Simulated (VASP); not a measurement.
# Zn5Cd2Se8 (a cell with a defect) in VASP: single point with PBEsol

Aim: the single point of Zn5Cd2Se8 (a cell with a defect) with PBEsol.

Everything below comes from runs of VASP 6.6.1. Logs are shortened: lines on timing, memory, paths and dates and some standing lists are left out, and cuts for length are marked.

## (1) The cell of the first run

The cell holds a defect, 15 atoms: a = 8.125 Å, b = 8.125 Å, c = 8.125 Å, α = 60.00°, β = 60.00°, γ = 60.00°.

## (2) Single point, PBEsol

INCAR reads:

```
ALGO = Normal
EDIFF = 1E-6
ENCUT = 520
GGA = PS
ISIF = 2
ISMEAR = 0
LASPH = T
LCHARG = T
LELF = T
LREAL = Auto
LVHAR = T
LWAVE = F
NBANDS = 79
NELM = 60
PREC = Accurate
SIGMA = 0.05
```

KPOINTS reads:

```
k-points
0
Gamma
  4 4 4
```

POSCAR reads:

```
Zn5Cd2Se8
1.0
   -5.7452609759      5.7452609759      0.0000000000
    0.0000000000      5.7452609759     -5.7452609759
   -5.7452609759      0.0000000000     -5.7452609759
Zn Cd Se
5 2 8
Direct
    0.0000000000      0.5000000000      0.0000000000
   -0.0046523717      0.4953476283      0.5046523717
    0.5046523717      0.0046523717     -0.0046523717
   -0.0046523717      0.0046523717      0.5046523717
    0.5046523717      0.4953476283     -0.0046523717
   -0.0110937522      0.0110937522     -0.0110937522
    0.5110937522      0.4889062478      0.5110937522
    0.6300409715      0.0969063240      0.6300409715
    0.1292315464      0.6132208876      0.1292315464
    0.6300409715      0.6430117331      0.6300409715
    0.1292315464      0.1283160196      0.1292315464
    0.1132208876      0.6292315464      0.6283160196
    0.5969063240      0.1300409715      0.1430117331
    0.6283160196      0.6292315464      0.1132208876
    0.1430117331      0.1300409715      0.5969063240
```

Potentials or basis: VASP PAW PBE potentials, release 64 (Zn, Cd, Se).

Launch:

```console
$ cat potpaw_PBE.64/Zn/POTCAR potpaw_PBE.64/Cd/POTCAR potpaw_PBE.64/Se/POTCAR > POTCAR
$ mpirun -np 1 vasp_std > vasp.out
```

OUTCAR:

```text
EDIFF = 1E-6
   ENCUT = 520
   GGA = PS
   ISIF = 2
   ISMEAR = 0
   LASPH = T
   LREAL = Auto
   NELM = 60
   PREC = Accurate

 ion  position               nearest neighbor table
   1  0.000  0.500  0.000-  11 2.47  12 2.47  14 2.47   9 2.47
   2  0.995  0.495  0.505-  15 2.43  10 2.43   9 2.49  12 2.49
   3  0.505  0.005  0.995-   8 2.43  13 2.43  11 2.49  14 2.49
   4  0.995  0.005  0.505-   8 2.43  15 2.43  12 2.49  11 2.49
   5  0.505  0.495  0.995-  13 2.43  10 2.43   9 2.49  14 2.49
   6  0.989  0.011  0.989-  13 2.61  15 2.61  11 2.64   9 2.64
   7  0.511  0.489  0.511-   8 2.61  10 2.61  12 2.64  14 2.64
   8  0.630  0.097  0.630-   3 2.43   4 2.43   7 2.61
   9  0.129  0.613  0.129-   1 2.47   2 2.49   5 2.49   6 2.64
  10  0.630  0.643  0.630-   2 2.43   5 2.43   7 2.61
  11  0.129  0.128  0.129-   1 2.47   3 2.49   4 2.49   6 2.64
  12  0.113  0.629  0.628-   1 2.47   4 2.49   2 2.49   7 2.64
  13  0.597  0.130  0.143-   5 2.43   3 2.43   6 2.61
  14  0.628  0.629  0.113-   1 2.47   3 2.49   5 2.49   7 2.64
  15  0.143  0.130  0.597-   2 2.43   4 2.43   6 2.61

  LATTYP: Found a face centered cubic cell.
 ALAT       =    11.4905219518

  Lattice vectors:

 A1 = (  -5.7452609759,   5.7452609759,   0.0000000000)
 A2 = (   0.0000000000,   5.7452609759,  -5.7452609759)
 A3 = (  -5.7452609759,   0.0000000000,  -5.7452609759)

Analysis of symmetry for initial positions (statically):
=====================================================================
 Subroutine PRICEL returns:
 Original cell was already a primitive cell.

 Routine SETGRP: Setting up the symmetry group for a
 face centered cubic supercell.

 Subroutine GETGRP returns: Found  8 space group operations
 (whereof  4 operations were pure point group operations)
 out of a pool of 48 trial point group operations.

The static configuration has the point symmetry C_2v.
 The point group associated with its full space group is D_2d.

Analysis of symmetry for dynamics (positions and initial velocities):
=====================================================================
 Subroutine PRICEL returns:
 Original cell was already a primitive cell.

 Routine SETGRP: Setting up the symmetry group for a
 face centered cubic supercell.

 Subroutine GETGRP returns: Found  8 space group operations
 (whereof  4 operations were pure point group operations)
 out of a pool of 48 trial point group operations.

[... 129 lines left out ...]
   EFERMI =   0.00;   METHOD = LEGACY
   ISMEAR =     0;   SIGMA  =   0.05  broadening in eV -4-tet -1-fermi 0-gaus
   EFERMI_NEDOS =   21; number of points for ismear=-14 and -15
   IALGO  =     38    algorithm
   IMIX   =      4    mixing-type and parameters
     AMIX     =   0.40;   BMIX     =  1.00
     AMIX_MAG =   1.60;   BMIX_MAG =  1.00
  volume/ion in A,a.u.               =      25.29       170.63
  Fermi-wavevector in a.u.,A,eV,Ry     =   1.151542  2.176099 18.041986  1.326049
  Thomas-Fermi vector in A             =   2.288199
   LORBIT       =      0    0 simple, 1 ext, 2 COOP (PROOUT), +10 PAW based schemes
   GGA     = PS    functional components
   LHFCALC =     F    Hartree Fock is set to
   AEXX    =    0.0000 exact exchange contribution
   IVDW    =     0    specifies the selected vdW correction
   LEPSILON=     F    determine dielectric tensor
   LRPA    =     F    only Hartree local field effects (RPA)
 non-spin polarized calculation
 Gauss-broadening in eV      SIGMA  =   0.05
  energy-cutoff  :      520.00
  volume of cell :      379.28
 maximum number of plane-waves:     10253
   NGX = 31   NGY = 31   NGZ = 31

 number of electron     131.9999940 magnetization

 Free energy of the ion-electron system (eV)
  ---------------------------------------------------
  ext. energy  EPLUGINS =         0.00000000
  ---------------------------------------------------
  free energy    TOTEN  =       -48.06951746 eV

  energy without entropy =      -48.05723746  energy(sigma->0) =      -48.06337746

 E-fermi :   0.8081     XC(G=0):  -9.2405

 val. band max:        0.7419106342   @ k =   0.5000   0.5000   0.0000
 cond. band min:       0.8123935300   @ k =   0.5000   0.2500   0.0000
 fundamental gap:      0.0704828958
 Fermi energy:         0.8081313716

 k-point     1 :       0.0000    0.0000    0.0000
  band No.  band energies     occupation
      1     -11.9888      2.00000
      2     -11.3384      2.00000
      3     -11.3384      2.00000
      4     -11.2890      2.00000
      5     -11.2355      2.00000
      6     -11.0286      2.00000
[... 1042 lines left out ...]
     77       6.1621      0.00000
     78       6.3204      0.00000
 [bands above 78 left out]

------------------------ aborting loop because EDIFF is reached ----------------------------------------

  FORCE on cell =-STRESS in cart. coord.  units (eV):
  Direction    XX          YY          ZZ          XY          YZ          ZX
  --------------------------------------------------------------------------------------
  -------------------------------------------------------------------------------------
  Total       -2.8978907     -4.6264663     -4.6264663      0.0000000     -0.0000000      0.0000000
  in kB      -12.2414623    -19.5434263    -19.5434263      0.0000000     -0.0000000      0.0000000
  external PRESSURE =     -17.1094383 kB  Pullay stress =       0.0000000 kB

 VOLUME and BASIS-vectors are now :
 -----------------------------------------------------------------------------
  energy-cutoff  :      520.00
  volume of cell :      379.28
      direct lattice vectors                 reciprocal lattice vectors
    -5.745260976  5.745260976  0.000000000    -0.087028249  0.087028249  0.087028249
     0.000000000  5.745260976 -5.745260976     0.087028249  0.087028249 -0.087028249
    -5.745260976  0.000000000 -5.745260976    -0.087028249 -0.087028249 -0.087028249

 POSITION                                       TOTAL-FORCE (eV/Angst)
 -----------------------------------------------------------------------------------
      0.00000      2.87263     -2.87263         0.000000      0.000000     -0.000000
     -8.61789      8.56443     -5.74526         0.000000     -0.000415     -0.000000
     -8.61789      2.92609     -5.74526         0.000000      0.000415     -0.000000
     -8.61789      5.74526     -2.92609         0.000000      0.000000     -0.000415
     -8.61789      5.74526     -8.56443         0.000000      0.000000      0.000415
    -11.36305      5.74526     -5.74526        -0.020520      0.000000     -0.000000
     -5.87273      5.74526     -5.74526         0.020520      0.000000     -0.000000
     -7.23950      4.17650     -4.17650         0.004052     -0.025981      0.025981
     -1.48494      4.26558     -4.26558        -0.006997     -0.005227      0.005227
     -7.23950      7.31402     -7.31402         0.004052      0.025981     -0.025981
     -1.48494      1.47968     -1.47968        -0.006997      0.005227     -0.005227
     -4.26032      4.26558     -7.22494         0.006997     -0.005227     -0.005227
     -4.25102      4.17650     -1.56876        -0.004052     -0.025981     -0.025981
     -4.26032      7.22494     -4.26558         0.006997      0.005227      0.005227
     -4.25102      1.56876     -4.17650        -0.004052      0.025981      0.025981
 -----------------------------------------------------------------------------------
    total drift:                                0.000003      0.000004     -0.000004

  FREE ENERGIE OF THE ION-ELECTRON SYSTEM (eV)
  ---------------------------------------------------
  free  energy   TOTEN  =       -48.0695174587 eV

  energy  without entropy=      -48.0572374650  energy(sigma->0) =      -48.06337746
```

stdout:

```text
POSCAR found type information on POSCAR ZnCdSe
 POSCAR found :  3 types and      15 ions
 scaLAPACK will be used
 -----------------------------------------------------------------------------
|                                                                             |
|                                                                             |
|     You enforced a specific xc type in the INCAR file but a different       |
|     I HOPE YOU KNOW WHAT YOU ARE DOING!                                     |
|                                                                             |
 -----------------------------------------------------------------------------

 LDA part: xc-table for (Slater+PW92), standard interpolation
 POSCAR, INCAR and KPOINTS ok, starting setup
 FFT: planning ... GRIDC
 FFT: planning ... GRID_SOFT
 FFT: planning ... GRID
 WAVECAR not read
 entering main loop
```

Wall time 3.9 min (1 thread of Intel Xeon 6975P-C (Granite Rapids), shared host); peak memory 0.62 GiB.

Results:

```
Free energy            : -48.0695 eV
Pressure               : -1.7 GPa
Largest force          : 0.037 eV/Å
Band gap on the k mesh : zero (band 66 reaches 1.12 eV, above the bottom of band 67 at 0.63 eV)
```

Forces on the atoms (eV/Å):
```
Zn   0.000  0.000  0.000
Zn   0.000  0.000  0.000
Zn   0.000  0.000  0.000
Zn   0.000  0.000  0.000
Zn   0.000  0.000  0.000
Cd  -0.021  0.000  0.000
Cd   0.021  0.000  0.000
Se   0.004 -0.026  0.026
Se  -0.007 -0.005  0.005
Se   0.004  0.026 -0.026
Se  -0.007  0.005 -0.005
Se   0.007 -0.005 -0.005
Se  -0.004 -0.026 -0.026
Se   0.007  0.005  0.005
Se  -0.004  0.026  0.026
```

Levels at points of the mesh, in eV from the Fermi level:
| k point | band 63 | band 64 | band 65 | band 66 | band 67 | band 68 | band 69 | band 70 |
| --- | --- | --- | --- | --- | --- | --- | --- | --- |
| (0.00, 0.00, 0.00) | -0.24 | -0.24 | 0.31 | 0.31 | 0.39 | 1.52 | 2.73 | 2.73 |
| (0.50, 0.00, 0.00) | -0.75 | -0.18 | -0.15 | 0.07 | 0.09 | 2.86 | 3.18 | 3.84 |
| (0.50, 0.50, 0.00) | -0.71 | -0.51 | -0.44 | -0.41 | -0.07 | 3.97 | 4.08 | 4.22 |
| (0.50, 0.00, 0.50) | -0.67 | -0.67 | -0.48 | -0.10 | -0.10 | 3.89 | 4.01 | 4.12 |

Caveat: the PAW data sets were made with another functional, which shifts forces and pressure a little.
